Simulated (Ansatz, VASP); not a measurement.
**K2Be2Pt in VASP and in Ansatz**

```
K Be Pt
1.0
     3.83991    0.00000    0.00000
    -1.91996    3.32546    0.00000
     0.00000    0.00000    8.25222
K Be Pt
2 2 1
Direct
  0.00000 0.00000 0.20769
  0.00000 0.00000 0.79231
  0.33333 0.66667 0.00000
  0.66667 0.33333 0.00000
  0.66667 0.33333 0.50000
```

Change from the starting cell: species swapped into the La2Ni2I type (P-6m2, No. 187).

Alike in both runs: task single point; functional PBE; k mesh 6 × 6 × 2; occupations gaussian, width 0.1 eV; no spin polarisation.

|  | VASP | Ansatz |
| --- | --- | --- |
| version | VASP 6.6.1 | Ansatz 0.2.0 |
| potentials or method | VASP PAW PBE potentials, release 64 (K_sv, Be, Pt), cutoff 520 eV | scalar-relativistic, plane waves, PAW |
| valence electrons in the cell | 32 | 40 |

Ansatz gave:

```
gap on the k mesh at the Fermi level (eV)                     : none
pressure (GPa)                                                : 8.3
traceless stress, the component that is largest in VASP (GPa) : 4.04
rms of the force components (eV/Å)                            : 0.990
```

Task: What did VASP give for the same quantities?

Result: gap on the k mesh at the Fermi level (eV): none; pressure (GPa): 8.4; traceless stress, the component that is largest in VASP (GPa): 4.06; rms of the force components (eV/Å): 0.996.

Atom by atom the forces differ by 0.007 eV/Å (rms over components). A gap of «none» marks a metal or a gap that the smearing closes. VASP's potentials hold 32 valence electrons a cell and Ansatz's 40, so a difference there can come from the potentials and not from the codes.

The k mesh is coarse, so the values compare programs but aren't converged. Neither program's run includes spin-orbit coupling.
